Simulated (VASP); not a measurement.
# LiF (P1) in VASP: relaxation of cell and atoms with PBE

Aim: the relaxation of cell and atoms of LiF with PBE.

All numbers are computed with VASP 6.6.1; they aren't measurements. Logs are shortened: lines on timing, memory, paths and dates and some standing lists are left out, and cuts for length are marked.

### 1 The cell of the first run

The typed cell holds 8 atoms: a = 3.113 Å, b = 5.036 Å, c = 4.948 Å, α = 103.62°, β = 98.04°, γ = 94.65°.

### 2 Relaxation of cell and atoms, PBE

File INCAR:

```
SYSTEM = LiF
ALGO = Normal ; EDIFF = 1E-6
EDIFFG = -0.025 ; ENCUT = 600
GGA = PE ; IBRION = 2
ISIF = 3 ; ISMEAR = 0
LASPH = .TRUE. ; LCHARG = .FALSE.
LREAL = .FALSE. ; LWAVE = .FALSE.
NELM = 60 ; NSW = 80
PREC = Accurate ; SIGMA = 0.1
```

File KPOINTS:

```
k-points
0
G
  4 4 4
  0 0 0
```

File POSCAR:

```
LiF
1.0
    1.4513987779      2.7543108195      0.0050706363
    4.2502886109     -2.7006883580     -0.0161415762
   -1.4159292800     -0.0272790479     -4.7405986747
Li F
4 4
Direct
    0.9073459681      0.9173579307      0.6333101177
    0.3910604665      0.4109800120      0.6187153324
    0.3111654746      0.7878393299      0.1371505034
    0.7849725867      0.2723812168      0.1310464149
    0.5435589071      0.6050253430      0.3880275039
    0.1077422846      0.0805105823      0.3648164282
    0.4637270136      0.9629842277      0.8593501455
    0.9904272989      0.4629213574      0.8675835539
```

Potentials or basis: VASP PAW PBE potentials, release 64 (Li_sv, F).

The run is started by

```bash
$ cat potpaw_PBE.64/Li_sv/POTCAR potpaw_PBE.64/F/POTCAR > POTCAR
$ mpirun -np 1 vasp_std > vasp.out
```

OUTCAR:

```text
SYSTEM = LiF
   EDIFF = 1E-6
   EDIFFG = -0.025
   ENCUT = 600
   GGA = PE
   IBRION = 2
   ISIF = 3
   ISMEAR = 0
   LASPH = .TRUE.
   LREAL = .FALSE.
   NELM = 60
   NSW = 80
   PREC = Accurate

 ion  position               nearest neighbor table
   1  0.907  0.917  0.633-   6 1.87   7 1.89   7 1.89   5 1.91
   2  0.391  0.411  0.619-   5 1.76   8 1.86   6 1.90   8 2.05
   3  0.311  0.788  0.137-   5 1.82   6 1.85   7 1.89   8 1.95
   4  0.785  0.272  0.131-   7 1.90   6 1.91   8 1.94   5 2.11
   5  0.544  0.605  0.388-   2 1.76   3 1.82   1 1.91   4 2.11
   6  0.108  0.081  0.365-   3 1.85   1 1.87   2 1.90   4 1.91
   7  0.464  0.963  0.859-   1 1.89   1 1.89   3 1.89   4 1.90
   8  0.990  0.463  0.868-   2 1.86   4 1.94   3 1.95   2 2.05

  LATTYP: Found a triclinic cell.
 ALAT       =     4.9476131283
 B/A-ratio  =     1.5859944810
 C/A-ratio  =     1.4940692550
 COS(alpha) =     0.0000765759
 COS(beta)  =     0.5677722478
 COS(gamma) =     0.7816631400

  Lattice vectors:

 A1 = (   1.4159292800,   0.0272790479,   4.7405986747)
 A2 = (   5.6662178909,  -2.6734093101,   4.7244570985)
 A3 = (  -1.3829605530,   5.4822782254,   4.7618108872)

Analysis of symmetry for initial positions (statically):
=====================================================================
 Subroutine PRICEL returns:
 Original cell was already a primitive cell.

 Routine SETGRP: Setting up the symmetry group for a
 triclinic supercell.

 Subroutine GETGRP returns: Found  1 space group operations
 (whereof  1 operations were pure point group operations)
 out of a pool of  2 trial point group operations.

The static configuration has the point symmetry C_1 .

Analysis of symmetry for dynamics (positions and initial velocities):
=====================================================================
 Subroutine PRICEL returns:
 Original cell was already a primitive cell.

 Routine SETGRP: Setting up the symmetry group for a
 triclinic supercell.

 Subroutine GETGRP returns: Found  1 space group operations
 (whereof  1 operations were pure point group operations)
 out of a pool of  2 trial point group operations.

The dynamic configuration has the point symmetry C_1 .

 Subroutine INISYM returns: Found  1 space group operations
 (whereof  1 operations are pure point group operations),
 and found     1 'primitive' translations

----------------------------------------------------------------------------------------

                                     Primitive cell

  volume of cell :      74.1208

  direct lattice vectors                    reciprocal lattice vectors
     1.451398778  2.754310820  0.005070636     0.172724011  0.272147250 -0.053155502
     4.250288611 -2.700688358 -0.016141576     0.176157657 -0.092731336 -0.052081431
    -1.415929280 -0.027279048 -4.740598675    -0.000415062  0.000606841 -0.210823342

  length of vectors
     3.113328157  5.035765228  4.947613128     0.326685195  0.205774382  0.210824624

  position of ions in fractional coordinates (direct lattice)
     0.907345968  0.917357931  0.633310118
     0.391060467  0.410980012  0.618715332
     0.311165475  0.787839330  0.137150503
     0.784972587  0.272381217  0.131046415
     0.543558907  0.605025343  0.388027504
     0.107742285  0.080510582  0.364816428
     0.463727014  0.962984228  0.859350146
     0.990427299  0.462921357  0.867583554

  ion indices of the primitive-cell ions
   primitive index   ion index
                 1           1
                 2           2
                 3           3
                 4           4
                 5           5
                 6           6
                 7           7
                 8           8

----------------------------------------------------------------------------------------

 KPOINTS: k-points

Automatic generation of k-mesh.
 Grid dimensions read from file:
 generate k-points for:    4    4    4

 Generating k-lattice:

  Cartesian coordinates                     Fractional coordinates (reciprocal lattice)
     0.043181003  0.068036812 -0.013288875     0.250000000 -0.000000000  0.000000000
     0.044039414 -0.023182834 -0.013020358     0.000000000  0.250000000  0.000000000
    -0.000103765  0.000151710 -0.052705836     0.000000000  0.000000000  0.250000000

  Length of vectors
     0.081671299  0.051443596  0.052706156

  Shift w.r.t. Gamma in fractional coordinates (k-lattice)
     0.000000000  0.000000000  0.000000000

 Subroutine IBZKPT returns following result:
 ===========================================

 Found     36 irreducible k-points:

 Following reciprocal coordinates:
            Coordinates               Weight
  0.000000  0.000000  0.000000      1.000000
  0.250000  0.000000  0.000000      2.000000
  0.500000  0.000000  0.000000      1.000000
  0.000000  0.250000  0.000000      2.000000
  0.250000  0.250000  0.000000      2.000000
  0.500000  0.250000  0.000000      2.000000
[... 16 lines left out ...]
 -0.000000 -0.250000  0.250000      2.000000
  0.250000 -0.250000  0.250000      2.000000
 [... further k-points ...]
   k-points           NKPTS =     36   k-points in BZ     NKDIM =     36   number of bands    NBANDS=     25
   number of dos      NEDOS =    301   number of ions     NIONS =      8
   total plane-waves  NPLWV =  44800
   dimension x,y,z NGX =    28 NGY =   40 NGZ =   40
   dimension x,y,z NGXF=    56 NGYF=   80 NGZF=   80
   ions per type =               4   4
   NGX,Y,Z   is equivalent  to a cutoff of  14.95, 13.21, 13.44 a.u.
   NGXF,Y,Z  is equivalent  to a cutoff of  29.90, 26.41, 26.88 a.u.
 SYSTEM =  LiF
   PREC   = accura    normal or accurate (medium, high low for compatibility)
   ISTART =      0    job   : 0-new  1-cont  2-samecut
   ICHARG =      2    charge: 1-file 2-atom 10-const
   ISPIN  =      1    spin polarized calculation?
   LNONCOLLINEAR =      F non collinear calculations
   LSORBIT =      F    spin-orbit coupling
   LASPH  =      T    aspherical Exc in radial PAW
   ENCUT  =  600.0 eV  44.10 Ry    6.64 a.u.   6.22 10.06  9.88*2*pi/ulx,y,z
   NELM   =     60;   NELMIN=  2; NELMDL= -5     # of ELM steps
   EDIFF  = 0.1E-05   stopping-criterion for ELM
   LREAL  =      F    real-space projection
   EDIFFG = -.3E-01   stopping-criterion for IOM
   NSW    =     80    number of steps for IOM
   IBRION =      2    ionic relax: 0-MD 1-quasi-New 2-CG
   NFREE  =      1    steps in history (QN), initial steepest desc. (CG)
   ISIF   =      3    stress and relaxation
   ISYM   =      2    0-nonsym 1-usesym 2-fastsym
   POTIM  = 0.5000    time-step for ionic-motion
   TEBEG  =    0.0;   TEEND  =   0.0 temperature during run
   PSTRESS=    0.0 pullay stress
   NELECT =      40.0000    total number of electrons
   NUPDOWN=      -1.0000    fix difference up-down
   EMIN   =  10.00;   EMAX   =-10.00  energy-range for DOS
   EFERMI =   0.00;   METHOD = LEGACY
   ISMEAR =     0;   SIGMA  =   0.10  broadening in eV -4-tet -1-fermi 0-gaus
   EFERMI_NEDOS =   21; number of points for ismear=-14 and -15
   IALGO  =     38    algorithm
   IMIX   =      4    mixing-type and parameters
     AMIX     =   0.40;   BMIX     =  1.00
     AMIX_MAG =   1.60;   BMIX_MAG =  1.00
  volume/ion in A,a.u.               =       9.27        62.52
  Fermi-wavevector in a.u.,A,eV,Ry     =   1.332851  2.518723 24.170626  1.776491
  Thomas-Fermi vector in A             =   2.461754
   LORBIT       =      0    0 simple, 1 ext, 2 COOP (PROOUT), +10 PAW based schemes
   GGA     = PE    functional components
   LHFCALC =     F    Hartree Fock is set to
   AEXX    =    0.0000 exact exchange contribution
   IVDW    =     0    specifies the selected vdW correction
   LEPSILON=     F    determine dielectric tensor
   LRPA    =     F    only Hartree local field effects (RPA)
 conjugate gradient relaxation of ions
 non-spin polarized calculation
 Gauss-broadening in eV      SIGMA  =   0.10
  energy-cutoff  :      600.00
  volume of cell :       74.12
 maximum number of plane-waves:      2486
 NGX is ok and might be reduce to    28
   NGX = 13   NGY = 21   NGZ = 19

--------------------------------------- Ionic step        1  -------------------------------------------

 number of electron      40.0000001 magnetization

 Free energy of the ion-electron system (eV)
  ---------------------------------------------------
  ext. energy  EPLUGINS =         0.00000000
  ---------------------------------------------------
  free energy    TOTEN  =       -37.97103727 eV

  energy without entropy =      -37.97103727  energy(sigma->0) =      -37.97103727

------------------------ aborting loop because EDIFF is reached ----------------------------------------

  FORCE on cell =-STRESS in cart. coord.  units (eV):
  Direction    XX          YY          ZZ          XY          YZ          ZX
  --------------------------------------------------------------------------------------
  -------------------------------------------------------------------------------------
  Total        0.2812595      0.3919500      1.9881321     -0.4554217     -0.0800589      0.6314758
  in kB        6.0796384      8.4722973     42.9749920     -9.8442875     -1.7305344     13.6498308
  external PRESSURE =      19.1756426 kB  Pullay stress =       0.0000000 kB
[... 107 lines left out ...]
  FREE ENERGIE OF THE ION-ELECTRON SYSTEM (eV)
  ---------------------------------------------------
  free  energy   TOTEN  =       -38.1131777285 eV

  energy  without entropy=      -38.1131777285  energy(sigma->0) =      -38.11317773

[... ionic steps 4 to 9 ...]

--------------------------------------- Ionic step       10  -------------------------------------------

 number of electron      40.0000019 magnetization

------------------------ aborting loop because EDIFF is reached ----------------------------------------

  FORCE on cell =-STRESS in cart. coord.  units (eV):
  Direction    XX          YY          ZZ          XY          YZ          ZX
  --------------------------------------------------------------------------------------
  -------------------------------------------------------------------------------------
  Total       -0.0369509      0.0454566     -0.0087571      0.0113754     -0.0001882     -0.0067830
  in kB       -0.7886397      0.9701759     -0.1869016      0.2427843     -0.0040171     -0.1447695
  external PRESSURE =      -0.0017885 kB  Pullay stress =       0.0000000 kB
[... 69 lines left out ...]
  energy  without entropy=      -38.1559493760  energy(sigma->0) =      -38.15594938

--------------------------------------- Ionic step       12  -------------------------------------------

 number of electron      40.0000024 magnetization

 Free energy of the ion-electron system (eV)
  ---------------------------------------------------
  ext. energy  EPLUGINS =         0.00000000
  ---------------------------------------------------
  free energy    TOTEN  =       -38.15645585 eV

  energy without entropy =      -38.15645585  energy(sigma->0) =      -38.15645585

 E-fermi :  -1.3388     XC(G=0):  -9.2074

 val. band max:       -1.8328681067   @ k =  -0.0000   0.0000   0.2500
 cond. band min:       6.0120961810   @ k =   0.0000   0.0000   0.0000
 fundamental gap:      7.8449642877
 Fermi energy:        -1.3388222223

 k-point     1 :       0.0000    0.0000    0.0000
  band No.  band energies     occupation
      1     -42.8281      2.00000
      2     -42.7908      2.00000
      3     -42.7803      2.00000
      4     -42.7732      2.00000
      5     -21.5252      2.00000
      6     -21.2662      2.00000
[... 661 lines left out ...]
     24      10.2210      0.00000
     25      12.2594      0.00000

 [... further k-points ...]

------------------------ aborting loop because EDIFF is reached ----------------------------------------

  FORCE on cell =-STRESS in cart. coord.  units (eV):
  Direction    XX          YY          ZZ          XY          YZ          ZX
  --------------------------------------------------------------------------------------
  -------------------------------------------------------------------------------------
  Total        0.0063838     -0.0123603      0.0343058      0.0013149     -0.0101142     -0.0079164
  in kB        0.1362077     -0.2637232      0.7319620      0.0280553     -0.2158009     -0.1689070
  external PRESSURE =       0.2014822 kB  Pullay stress =       0.0000000 kB
[... 23 lines left out ...]
  FREE ENERGIE OF THE ION-ELECTRON SYSTEM (eV)
  ---------------------------------------------------
  free  energy   TOTEN  =       -38.1564558470 eV

  energy  without entropy=      -38.1564558470  energy(sigma->0) =      -38.15645585

 reached required accuracy - stopping structural energy minimisation
```

Wall time 4.2 min (1 thread of Intel Xeon 6975P-C (Granite Rapids), shared host); peak memory 0.22 GiB.

What came out:

* Free energy: -38.1565 eV
* Relaxed volume: 9.39 Å³/atom
* Relaxed cell: a = 3.076 Å, b = 5.050 Å, c = 5.085 Å, α = 104.54°, β = 97.70°, γ = 95.45°
* Space group after relaxing (to 0.1 Å): Cc (No. 9)
* Energy gained by relaxing: 23.2 meV/atom
* Ionic steps: 12
* Pressure after relaxing: 0.0 GPa
* Largest force after relaxing: 0.023 eV/Å
* Band gap on the k mesh: 7.84 eV

Forces on the atoms (eV/Å):
```
Li  -0.004  0.004 -0.007
Li  -0.016  0.000  0.000
Li   0.003  0.003 -0.012
Li   0.021  0.010  0.003
F    0.000 -0.009  0.004
F   -0.007  0.001  0.004
F   -0.004 -0.008 -0.002
F    0.007 -0.002  0.010
```

Stress tensor (GPa, compression positive):
```
 0.01  0.00 -0.02
 0.00 -0.03 -0.02
-0.02 -0.02  0.07
```

Step by step:
```tsv
step	energy change (eV)	largest force (eV/Å)	pressure (GPa)	volume (Å³)
1	0.0000	0.8207	1.92	74.12
2	-0.0952	0.5485	0.47	75.31
3	-0.1421	0.2989	-1.12	76.98
4	-0.1629	0.2193	-0.75	76.25
5	-0.1782	0.1178	0.39	74.57
6	-0.1792	0.1112	0.12	74.91
7	-0.1823	0.0564	0.08	74.95
8	-0.1831	0.0617	0.04	74.99
9	-0.1831	0.0591	0.05	74.99
10	-0.1841	0.0444	0.00	75.07
11	-0.1849	0.0372	-0.11	75.24
12	-0.1854	0.0234	0.02	75.09
```

Final structure:
```cif
data_structure
_symmetry_space_group_name_H-M 'P 1'
_symmetry_Int_Tables_number 1
_cell_length_a 3.0759
_cell_length_b 5.0505
_cell_length_c 5.0850
_cell_angle_alpha 104.539
_cell_angle_beta 97.695
_cell_angle_gamma 95.447
_cell_volume 75.09
loop_
_atom_site_label
_atom_site_type_symbol
_atom_site_fract_x
_atom_site_fract_y
_atom_site_fract_z
_atom_site_occupancy
Li1 Li 0.90638 0.90928 0.63197 1
Li2 Li 0.40638 0.40986 0.63296 1
Li3 Li 0.29493 0.78513 0.13209 1
Li4 Li 0.79104 0.28474 0.13297 1
F1 F 0.58504 0.58832 0.36783 1
F2 F 0.08486 0.08851 0.36706 1
F3 F 0.46597 0.96696 0.86683 1
F4 F 0.96538 0.46720 0.86829 1
```

Levels at points of the mesh, in eV from the valence-band top:
| k point | band 17 | band 18 | band 19 | band 20 | band 21 | band 22 | band 23 | band 24 |
| --- | --- | --- | --- | --- | --- | --- | --- | --- |
| (0.00, 0.00, 0.00) | -0.24 | -0.21 | -0.05 | 0.00 | 7.85 | 10.45 | 10.86 | 13.20 |
| (0.50, 0.00, 0.00) | -0.82 | -0.82 | -0.53 | -0.52 | 10.77 | 10.79 | 12.39 | 12.40 |
| (0.00, 0.50, 0.00) | -0.35 | -0.35 | -0.18 | -0.17 | 9.35 | 9.35 | 12.14 | 12.14 |
| (0.50, 0.50, 0.00) | -0.65 | -0.27 | -0.26 | -0.23 | 10.92 | 11.15 | 11.19 | 13.14 |
| (0.00, 0.00, 0.50) | -0.47 | -0.27 | -0.01 | -0.01 | 9.23 | 9.23 | 10.83 | 13.20 |
| (0.50, 0.00, 0.50) | -0.66 | -0.65 | -0.39 | -0.39 | 11.19 | 11.20 | 12.04 | 12.04 |
| (0.00, 0.50, 0.50) | -0.46 | -0.46 | -0.26 | -0.25 | 10.07 | 10.08 | 11.30 | 11.31 |
| (0.50, 0.50, 0.50) | -0.62 | -0.32 | -0.29 | -0.25 | 10.77 | 11.00 | 11.08 | 13.25 |

Caveat: the k points lie up to 0.52 Å⁻¹ apart in the final cell; the cutoff is under 1.25 times the usual one of these potentials, so pressure, stress and relaxed cells hold a basis-set (Pulay) error. A k mesh can miss the band edges.
